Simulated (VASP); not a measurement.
# PbO2 (Pbcn) in VASP: single point with PBE

Aim: the single point of PbO2 with PBE.

Program: VASP 6.6.1. These are calculated values, not measurements. Logs are shortened: lines on timing, memory, paths and dates and some standing lists are left out, and cuts for length are marked.

## 1. The cell of the first run

It takes space group Pbcn (No. 60, orthorhombic). Conventional cell: a = 5.103 Å, b = 6.067 Å, c = 5.571 Å, α = 90.00°, β = 90.00°, γ = 90.00°. Pb (site symmetry 2) has 6 O at 2.18 to 2.27 Å within 2.9 Å. Within 2.9 Å of O (site symmetry 1) lie 3 Pb at 2.18 to 2.27 Å and 1 O at 2.77 Å.

## 2. Single point, PBE

INCAR reads:

```
SYSTEM = PbO2
PREC = Accurate ; ENCUT = 520
EDIFF = 1E-7 ; ISMEAR = 0
SIGMA = 0.1 ; LREAL = .FALSE.
LASPH = .TRUE. ; NELM = 80
ALGO = Fast ; ISIF = 2
LWAVE = .FALSE. ; LCHARG = .FALSE.
GGA = PE ; NBANDS = 64
```

KPOINTS reads:

```
regular mesh
0
G
  8 6 8
  0 0 0
```

POSCAR reads:

```
PbO2
1.0
    5.1034740760      0.0000000000      0.0000000000
    0.0000000000      6.0673726546      0.0000000000
    0.0000000000      0.0000000000      5.5709039894
Pb O
4 8
Direct
    0.0000000000      0.1764878891      0.2500000000
    0.5000000000      0.3235121109      0.7500000000
    0.0000000000      0.8235121109      0.7500000000
    0.5000000000      0.6764878891      0.2500000000
    0.2663179652      0.4039563066      0.4281668015
    0.2336820348      0.0960436934      0.9281668015
    0.7663179652      0.0960436934      0.5718331985
    0.7336820348      0.4039563066      0.0718331985
    0.7336820348      0.5960436934      0.5718331985
    0.7663179652      0.9039563066      0.0718331985
    0.2336820348      0.9039563066      0.4281668015
    0.2663179652      0.5960436934      0.9281668015
```

Potentials or basis: VASP PAW PBE potentials, release 64 (Pb_d, O).

Command:

```bash
$ cat potpaw_PBE.64/Pb_d/POTCAR potpaw_PBE.64/O/POTCAR > POTCAR
$ mpirun -np 1 vasp_std > vasp.out
```

OUTCAR:

```text
SYSTEM = PbO2
   PREC = Accurate
   ENCUT = 520
   EDIFF = 1E-7
   ISMEAR = 0
   LREAL = .FALSE.
   LASPH = .TRUE.
   NELM = 80
   ISIF = 2
   GGA = PE

 ion  position               nearest neighbor table
   1  0.000  0.176  0.250-   5 2.18   8 2.18   7 2.21   6 2.21  10 2.27  11 2.27   3 3.51   3 3.51
                             2 3.88   2 3.88   2 3.88   2 3.88   4 3.96   4 3.96   4 3.96   4 3.96
   2  0.500  0.324  0.750-   6 2.18   7 2.18   5 2.21   8 2.21   9 2.27  12 2.27   4 3.51   4 3.51
                             1 3.88   1 3.88   1 3.88   1 3.88   3 3.96   3 3.96   3 3.96   3 3.96
   3  0.000  0.824  0.750-   9 2.18  12 2.18  11 2.21  10 2.21   6 2.27   7 2.27   1 3.51   1 3.51
                             4 3.88   4 3.88   4 3.88   4 3.88   2 3.96   2 3.96   2 3.96   2 3.96
   4  0.500  0.676  0.250-  10 2.18  11 2.18   9 2.21  12 2.21   5 2.27   8 2.27   2 3.51   2 3.51
                             3 3.88   3 3.88   3 3.88   3 3.88   1 3.96   1 3.96   1 3.96   1 3.96
   5  0.266  0.404  0.428-   1 2.18   2 2.21   4 2.27
   6  0.234  0.096  0.928-   2 2.18   1 2.21   3 2.27
   7  0.766  0.096  0.572-   2 2.18   1 2.21   3 2.27
   8  0.734  0.404  0.072-   1 2.18   2 2.21   4 2.27
   9  0.734  0.596  0.572-   3 2.18   4 2.21   2 2.27
  10  0.766  0.904  0.072-   4 2.18   3 2.21   1 2.27
  11  0.234  0.904  0.428-   4 2.18   3 2.21   1 2.27
  12  0.266  0.596  0.928-   3 2.18   4 2.21   2 2.27

  LATTYP: Found a simple orthorhombic cell.
 ALAT       =     5.1034740760
 B/A-ratio  =     1.0915905335
 C/A-ratio  =     1.1888710640

  Lattice vectors:

 A1 = (  -5.1034740760,   0.0000000000,   0.0000000000)
 A2 = (   0.0000000000,   0.0000000000,   5.5709039894)
 A3 = (   0.0000000000,   6.0673726546,   0.0000000000)

Analysis of symmetry for initial positions (statically):
=====================================================================
 Subroutine PRICEL returns:
 Original cell was already a primitive cell.

 Routine SETGRP: Setting up the symmetry group for a
 simple orthorhombic supercell.

 Subroutine GETGRP returns: Found  8 space group operations
 (whereof  2 operations were pure point group operations)
 out of a pool of  8 trial point group operations.

The static configuration has the point symmetry S_2 .
 The point group associated with its full space group is D_2h.

Analysis of symmetry for dynamics (positions and initial velocities):
=====================================================================
 Subroutine PRICEL returns:
 Original cell was already a primitive cell.

 Routine SETGRP: Setting up the symmetry group for a
 simple orthorhombic supercell.

 Subroutine GETGRP returns: Found  8 space group operations
 (whereof  2 operations were pure point group operations)
 out of a pool of  8 trial point group operations.

The dynamic configuration has the point symmetry S_2 .
 The point group associated with its full space group is D_2h.

 Subroutine INISYM returns: Found  8 space group operations
 (whereof  2 operations are pure point group operations),
 and found     1 'primitive' translations

----------------------------------------------------------------------------------------

                                     Primitive cell

  volume of cell :     172.5013

  direct lattice vectors                    reciprocal lattice vectors
     5.103474076  0.000000000  0.000000000     0.195944955  0.000000000  0.000000000
     0.000000000  6.067372655  0.000000000     0.000000000  0.164815985  0.000000000
     0.000000000  0.000000000  5.570903989     0.000000000  0.000000000  0.179504081

  length of vectors
     5.103474076  6.067372655  5.570903989     0.195944955  0.164815985  0.179504081

  position of ions in fractional coordinates (direct lattice)
     0.000000000  0.176487889  0.250000000
     0.500000000  0.323512111  0.750000000
     0.000000000  0.823512111  0.750000000
     0.500000000  0.676487889  0.250000000
     0.266317965  0.403956307  0.428166801
     0.233682035  0.096043693  0.928166801
     0.766317965  0.096043693  0.571833199
     0.733682035  0.403956307  0.071833199
     0.733682035  0.596043693  0.571833199
     0.766317965  0.903956307  0.071833199
     0.233682035  0.903956307  0.428166801
     0.266317965  0.596043693  0.928166801

  ion indices of the primitive-cell ions
   primitive index   ion index
                 1           1
                 2           2
                 3           3
                 4           4
                 5           5
                 6           6
                 7           7
                 8           8
                 9           9
                10          10
                11          11
                12          12

----------------------------------------------------------------------------------------

 KPOINTS: regular mesh

Automatic generation of k-mesh.
 Grid dimensions read from file:
 generate k-points for:    8    6    8

 Generating k-lattice:

  Cartesian coordinates                     Fractional coordinates (reciprocal lattice)
     0.024493119  0.000000000  0.000000000     0.125000000  0.000000000  0.000000000
     0.000000000  0.027469331  0.000000000     0.000000000  0.166666667  0.000000000
     0.000000000  0.000000000  0.022438010     0.000000000  0.000000000  0.125000000

  Length of vectors
     0.024493119  0.027469331  0.022438010

  Shift w.r.t. Gamma in fractional coordinates (k-lattice)
     0.000000000  0.000000000  0.000000000

 Subroutine IBZKPT returns following result:
 ===========================================

 Found    100 irreducible k-points:

 Following reciprocal coordinates:
            Coordinates               Weight
  0.000000  0.000000  0.000000      1.000000
  0.125000  0.000000  0.000000      2.000000
  0.250000  0.000000  0.000000      2.000000
  0.375000  0.000000  0.000000      2.000000
  0.500000  0.000000  0.000000      1.000000
  0.000000  0.166667  0.000000      2.000000
[... 16 lines left out ...]
  0.250000  0.000000  0.125000      4.000000
  0.375000  0.000000  0.125000      4.000000
 [... further k-points ...]
   k-points           NKPTS =    100   k-points in BZ     NKDIM =    100   number of bands    NBANDS=     64
   number of dos      NEDOS =    301   number of ions     NIONS =     12
   total plane-waves  NPLWV =  80640
   dimension x,y,z NGX =    40 NGY =   48 NGZ =   42
   dimension x,y,z NGXF=    80 NGYF=   96 NGZF=   84
   ions per type =               4   8
   NGX,Y,Z   is equivalent  to a cutoff of  13.03, 13.15, 12.53 a.u.
   NGXF,Y,Z  is equivalent  to a cutoff of  26.06, 26.30, 25.07 a.u.
 SYSTEM =  PbO2
   PREC   = accura    normal or accurate (medium, high low for compatibility)
   ISTART =      0    job   : 0-new  1-cont  2-samecut
   ICHARG =      2    charge: 1-file 2-atom 10-const
   ISPIN  =      1    spin polarized calculation?
   LNONCOLLINEAR =      F non collinear calculations
   LSORBIT =      F    spin-orbit coupling
   LASPH  =      T    aspherical Exc in radial PAW
   ENCUT  =  520.0 eV  38.22 Ry    6.18 a.u.   9.49 11.28 10.36*2*pi/ulx,y,z
   NELM   =     80;   NELMIN=  2; NELMDL= -5     # of ELM steps
   EDIFF  = 0.1E-06   stopping-criterion for ELM
   LREAL  =      F    real-space projection
   EDIFFG = 0.1E-05   stopping-criterion for IOM
   NSW    =      0    number of steps for IOM
   IBRION =     -1    ionic relax: 0-MD 1-quasi-New 2-CG
   NFREE  =      0    steps in history (QN), initial steepest desc. (CG)
   ISIF   =      2    stress and relaxation
   ISYM   =      2    0-nonsym 1-usesym 2-fastsym
   POTIM  = 0.5000    time-step for ionic-motion
   TEBEG  =    0.0;   TEEND  =   0.0 temperature during run
   PSTRESS=    0.0 pullay stress
   NELECT =     104.0000    total number of electrons
   NUPDOWN=      -1.0000    fix difference up-down
   EMIN   =  10.00;   EMAX   =-10.00  energy-range for DOS
   EFERMI =   0.00;   METHOD = LEGACY
   ISMEAR =     0;   SIGMA  =   0.10  broadening in eV -4-tet -1-fermi 0-gaus
   EFERMI_NEDOS =   21; number of points for ismear=-14 and -15
   IALGO  =     68    algorithm
   IMIX   =      4    mixing-type and parameters
     AMIX     =   0.40;   BMIX     =  1.00
     AMIX_MAG =   1.60;   BMIX_MAG =  1.00
  volume/ion in A,a.u.               =      14.38        97.01
  Fermi-wavevector in a.u.,A,eV,Ry     =   1.382999  2.613489 26.023675  1.912686
  Thomas-Fermi vector in A             =   2.507638
   LORBIT       =      0    0 simple, 1 ext, 2 COOP (PROOUT), +10 PAW based schemes
   GGA     = PE    functional components
   LHFCALC =     F    Hartree Fock is set to
   AEXX    =    0.0000 exact exchange contribution
   IVDW    =     0    specifies the selected vdW correction
   LEPSILON=     F    determine dielectric tensor
   LRPA    =     F    only Hartree local field effects (RPA)
 non-spin polarized calculation
 RMM-DIIS sequential band-by-band and
 Gauss-broadening in eV      SIGMA  =   0.10
  energy-cutoff  :      520.00
  volume of cell :      172.50
 maximum number of plane-waves:      4673
 NGX is ok and might be reduce to    40
   NGX = 19   NGY = 23   NGZ = 21

 number of electron     104.0000006 magnetization

 Free energy of the ion-electron system (eV)
  ---------------------------------------------------
  ext. energy  EPLUGINS =         0.00000000
  ---------------------------------------------------
  free energy    TOTEN  =       -63.66692831 eV

  energy without entropy =      -63.66188552  energy(sigma->0) =      -63.66440691

 E-fermi :   4.0287     XC(G=0): -10.5812

 val. band max:        4.0213340336   @ k =   0.1250   0.0000   0.0000
 cond. band min:       4.1974982263   @ k =   0.1250   0.0000   0.1250
 fundamental gap:      0.1761641927
 Fermi energy:         4.0286714437

 k-point     1 :       0.0000    0.0000    0.0000
  band No.  band energies     occupation
      1     -13.8706      2.00000
      2     -13.6821      2.00000
      3     -13.5487      2.00000
      4     -13.4257      2.00000
      5     -13.2555      2.00000
      6     -12.7972      2.00000
[... 1597 lines left out ...]
     63      13.4016      0.00000
     64      13.5885      0.00000

 [... further k-points ...]

------------------------ aborting loop because EDIFF is reached ----------------------------------------

  FORCE on cell =-STRESS in cart. coord.  units (eV):
  Direction    XX          YY          ZZ          XY          YZ          ZX
  --------------------------------------------------------------------------------------
  -------------------------------------------------------------------------------------
  Total        0.2010844      0.2037601      0.2815179      0.0000000      0.0000000      0.0000000
  in kB        1.8676548      1.8925067      2.6147147      0.0000000      0.0000000      0.0000000
  external PRESSURE =       2.1249587 kB  Pullay stress =       0.0000000 kB

 VOLUME and BASIS-vectors are now :
 -----------------------------------------------------------------------------
  energy-cutoff  :      520.00
  volume of cell :      172.50
      direct lattice vectors                 reciprocal lattice vectors
     5.103474076  0.000000000  0.000000000     0.195944955  0.000000000  0.000000000
     0.000000000  6.067372655  0.000000000     0.000000000  0.164815985  0.000000000
     0.000000000  0.000000000  5.570903989     0.000000000  0.000000000  0.179504081

 POSITION                                       TOTAL-FORCE (eV/Angst)
 -----------------------------------------------------------------------------------
      0.00000      1.07082      1.39273        -0.000000      0.002877     -0.000000
      2.55174      1.96287      4.17818        -0.000000     -0.002877     -0.000000
      0.00000      4.99655      4.17818        -0.000000     -0.002877     -0.000000
      2.55174      4.10450      1.39273        -0.000000      0.002877     -0.000000
      1.35915      2.45095      2.38528        -0.002565      0.005210      0.001593
      1.19259      0.58273      5.17073         0.002565     -0.005210      0.001593
      3.91088      0.58273      3.18563        -0.002565     -0.005210     -0.001593
      3.74433      2.45095      0.40018         0.002565      0.005210     -0.001593
      3.74433      3.61642      3.18563         0.002565     -0.005210     -0.001593
      3.91088      5.48464      0.40018        -0.002565      0.005210     -0.001593
      1.19259      5.48464      2.38528         0.002565      0.005210      0.001593
      1.35915      3.61642      5.17073        -0.002565     -0.005210      0.001593
 -----------------------------------------------------------------------------------
    total drift:                               -0.000000      0.000000      0.000000

  FREE ENERGIE OF THE ION-ELECTRON SYSTEM (eV)
  ---------------------------------------------------
  free  energy   TOTEN  =       -63.6669283054 eV

  energy  without entropy=      -63.6618855157  energy(sigma->0) =      -63.66440691
```

It took 33 min on 1 thread of Oxide Virtual Turin-like, shared host; peak memory 0.77 GiB.

Results:

| Item | Value |
| --- | --- |
| Free energy | -63.6669 eV |
| Pressure | 0.2 GPa |
| Largest force | 0.006 eV/Å |
| Band gap on the k mesh | 0.02 eV (least direct gap 0.07 eV) |

Forces on the atoms (eV/Å):
```
Pb   0.000  0.003  0.000
Pb   0.000 -0.003  0.000
Pb   0.000 -0.003  0.000
Pb   0.000  0.003  0.000
O   -0.003  0.005  0.002
O    0.003 -0.005  0.002
O   -0.003 -0.005 -0.002
O    0.003  0.005 -0.002
O    0.003 -0.005 -0.002
O   -0.003  0.005 -0.002
O    0.003  0.005  0.002
O   -0.003 -0.005  0.002
```

Caveat: the smearing spreads over this small gap; spin-orbit coupling is left out, which moves the levels of the heavy elements. A k mesh can miss the band edges.

The gap in the log of VASP goes by the Fermi energy; the results here count the filled bands.